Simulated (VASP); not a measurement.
Write the native input for VASP 6.6.1 that does the following.

| Item | Value |
| --- | --- |
| Task | single point |
| Functional | PBE-based screened hybrid with 25 % exact exchange |
| Potentials or basis | VASP PAW PBE potentials, release 64 (Cd) |
| Cutoff | 400 eV |
| k mesh | 7 × 7 × 7 |
| Occupations | gaussian, width 0.025 eV |
| Spin | no spin polarisation |
| Dipole correction | no |
| Grid for exact exchange (PRECFOCK) | Normal |
| Share of exact exchange | 0.25 |
| Further INCAR settings | ALGO = Normal; EDIFF = 1e-06; NBANDS = 12 |
| Screening parameter | 0.3 1/Å |

Cd:

```
Cd
1.0
     0.00000    2.21815    2.21815
     2.21815    0.00000    2.21815
     2.21815    2.21815    0.00000
Cd
1
Direct
  0.00000 0.00000 0.00000
```

This isn't the form of Cd at room conditions, which is hcp.

One way to write it, as run:

POSCAR

```
Cd
1.0
    0.0000000000      2.2181497500      2.2181497500
    2.2181497500      0.0000000000      2.2181497500
    2.2181497500      2.2181497500      0.0000000000
Cd
1
Direct
    0.0000000000      0.0000000000      0.0000000000
```

INCAR.step1

```
SYSTEM = Cd
ALGO = Normal ; EDIFF = 1E-5
ENCUT = 400 ; GGA = PE
GGA_COMPAT = .False. ; ISIF = 2
ISMEAR = 0 ; LASPH = .True.
LREAL = .False. ; LWAVE = .True.
NBANDS = 12 ; NELM = 120
PREC = Accurate ; SIGMA = 0.025
```

INCAR.step2

```
SYSTEM = Cd
AEXX = 0.25 ; ALGO = Normal
EDIFF = 1E-6 ; ENCUT = 400
GGA = PE ; GGA_COMPAT = .False.
HFSCREEN = 0.3 ; ISIF = 2
ISMEAR = 0 ; ISTART = 1
LASPH = .True. ; LCHARG = .True.
LELF = .True. ; LHFCALC = .True.
LREAL = .False. ; LVHAR = .True.
LWAVE = .False. ; NBANDS = 12
NELM = 120 ; PREC = Accurate
PRECFOCK = Normal ; SIGMA = 0.025
```

KPOINTS

```
k-points
0
Gamma
  7 7 7
  0 0 0
```

Potentials or basis: VASP PAW PBE potentials, release 64 (Cd).

The run is started by

```console
$ cat potpaw_PBE.64/Cd/POTCAR > POTCAR
$ cp INCAR.step1 INCAR
$ mpirun -np 1 vasp_std > vasp.out
$ cp INCAR.step2 INCAR
$ mpirun -np 1 vasp_std > vasp.out
```

It gave:

```yaml
Pressure: 0.0 GPa
Band_gap_on_the_k_mesh: zero (bands 6 and 7 overlap by 1.51 eV)
```

Caveat: the PAW data sets were made with another functional, which shifts forces and pressure a little.

Run time: 19 min on 1 thread of AMD EPYC 7R43 64-Core Processor (Zen 3), with other jobs on the host, peak memory 0.19 GiB.
